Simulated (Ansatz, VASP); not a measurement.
K2S: VASP beside Ansatz

INCAR

```
PREC = Accurate ; ENCUT = 500
EDIFF = 1E-6 ; ISMEAR = 0
SIGMA = 0.05 ; LREAL = False
LASPH = True ; NELM = 120
ALGO = Normal ; ISIF = 2
LWAVE = False ; LCHARG = False
GGA = PS ; NBANDS = 19
GGA_COMPAT = False
```

Contents of KPOINTS:

```
Automatic mesh
0
Gamma
  6 6 6
```

File POSCAR:

```
K2S
1.0
    0.0000000000      3.6437176459      3.6437176459
    3.6437176459      0.0000000000      3.6437176459
    3.6437176459      3.6437176459      0.0000000000
K S
2 1
Direct
    0.2500000000      0.2500000000      0.2500000000
    0.7500000000      0.7500000000      0.7500000000
    0.0000000000      0.0000000000      0.0000000000
```

Input for Ansatz:

```yaml
crystal:
  lattice:
    - [0.0, 3.6437176459, 3.6437176459]
    - [3.6437176459, 0.0, 3.6437176459]
    - [3.6437176459, 3.6437176459, 0.0]
  atoms:
    - { symbol: K, position: [0.25, 0.25, 0.25] }
    - { symbol: K, position: [0.75, 0.75, 0.75] }
    - { symbol: S, position: [0.0, 0.0, 0.0] }
basis:
  ecutwfc: 420
  ecutrho_ratio: 4
kpoints:
  mp_grid: { grid: [6, 6, 6] }
hamiltonian:
  xc: pbesol
scf:
  occupations: { method: gaussian, width: 0.05 }
output:
  forces: true
  stress: true
  eigenvalues: true
```

Alike in both runs: task single point; functional PBEsol; k mesh 6 × 6 × 6; occupations gaussian, width 0.05 eV; no spin polarisation.

|  | VASP | Ansatz |
| --- | --- | --- |
| version | VASP 6.6.1 | Ansatz 0.2.0 |
| potentials or method | VASP PAW PBE potentials, release 64 (K_sv, S), cutoff 500 eV | scalar-relativistic, plane waves, PAW |
| valence electrons in the cell | 24 | 24 |

|  | VASP | Ansatz | Ansatz less VASP |
| --- | --- | --- | --- |
| gap on the k mesh at the Fermi level (eV) | 2.39 | 2.40 | +0.002 |
| least direct gap on the mesh (eV) | 2.64 | 2.64 | +0.004 |
| pressure (GPa) | 0.5 | 0.4 | -0.05 |

VASP's potentials were made for PBE, not for PBEsol.
